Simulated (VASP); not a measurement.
A run of VASP 6.6.1 is set up as follows.

The input INCAR:

```
SYSTEM = Si2W
PREC = Accurate
ENCUT = 520
EDIFF = 1E-7
ISMEAR = -1
SIGMA = 0.05
LREAL = .FALSE.
LASPH = .TRUE.
NELM = 100
ALGO = Normal
ISIF = 2
LWAVE = .FALSE.
LCHARG = .FALSE.
GGA = PE
NBANDS = 43
```

File KPOINTS:

```
regular mesh
0
G
  5 5 3
  0 0 0
```

The input POSCAR:

```
Si2W
1.0
    4.5706838583      0.0000000000      0.0000000000
   -2.2853419292      3.9583283339      0.0000000000
    0.0000000000      0.0000000000      6.6532220000
W Si
3 6
Direct
    0.5000000000      0.0000000000      0.5000000000
    0.5000000000      0.5000000000      0.8333333333
    0.0000000000      0.5000000000      0.1666666667
    0.3274974880      0.1637487440      0.1666666667
    0.8362512560      0.1637487440      0.8333333333
    0.1637487440      0.3274974880      0.5000000000
    0.6725025120      0.8362512560      0.1666666667
    0.1637487440      0.8362512560      0.8333333333
    0.8362512560      0.6725025120      0.5000000000
```

Potentials or basis: VASP PAW PBE potentials, release 64 (W_sv, Si).

The run is started by

```bash
$ cat potpaw_PBE.64/W_sv/POTCAR potpaw_PBE.64/Si/POTCAR > POTCAR
$ mpirun -np 1 vasp_std > vasp.out
```

Question: What does it give for the largest force?

Answer: 0.003 eV/Å.

Question: What does it give for the pressure?

Answer: 4.0 GPa.

Question: Predict the band gap on the k mesh.

Answer: 0.47 eV, indirect (least direct gap 1.01 eV).

Stress tensor (GPa, compression positive):
```
4.97 0.00 0.00
0.00 4.97 0.00
0.00 0.00 2.18
```

Caveat: spin-orbit coupling is left out, which moves the levels of the heavy elements. A k mesh can miss the band edges.
